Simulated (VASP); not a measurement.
Runs of VASP 6.6.1 on Ru. The structure is that of space group P6_3/mmc (No. 194), or close to it. The cells are those of the table. 

```tsv
task	potentials or basis	cell	k mesh	cutoff (eV)	smearing	second run	gap on the mesh (eV)	pressure (GPa)
single point	VASP PAW PBE potentials, release 64 (Ru_pv)	a = 2.706, b = 2.706, c = 4.268 Å, angles 90.0, 90.0, 120.0°, 2 atoms	15 × 15 × 8	520	fermi-dirac 0.15 eV	-	none	1.0
single point	VASP PAW PBE potentials, release 64 (Ru_sv)	a = 2.706, b = 2.706, c = 4.268 Å, angles 90.0, 90.0, 120.0°, 2 atoms	15 × 15 × 8	660	fermi-dirac 0.15 eV	valence_matched	none	(a)
relaxation of cell and atoms	VASP PAW PBE potentials, release 64 (Ru_pv)	relaxed from a = 2.704, b = 2.704, c = 4.267 Å, angles 90.0, 90.0, 120.0°, 2 atoms	15 × 15 × 8	600	fermi-dirac 0.15 eV	-	none	0.0
single point	VASP PAW PBE potentials, release 64 (Ru_pv)	a = 2.704, b = 2.704, c = 4.267 Å, angles 90.0, 90.0, 120.0°, 2 atoms	15 × 15 × 8	520	gaussian 0.1 eV	-	none	1.0
single point	VASP PAW PBE potentials, release 64 (Ru_pv)	a = 2.708, b = 2.708, c = 4.268 Å, angles 90.0, 90.0, 120.0°, 2 atoms	9 × 9 × 4	520	gaussian 0.1 eV	-	none	0.2
```

Alike in all rows: level r2SCAN; no spin polarisation.

Fill in the values left out.

(a) -0.3.

Caveats: some runs use coarse meshes; the PAW data sets were made with another functional, which shifts forces and pressure a little.

A k mesh can miss the band edges, and the runs leave out spin-orbit coupling on Ru.

A gap of «none» marks levels without a gap at the run's occupations.

The runs don't all hold the same shells in valence.
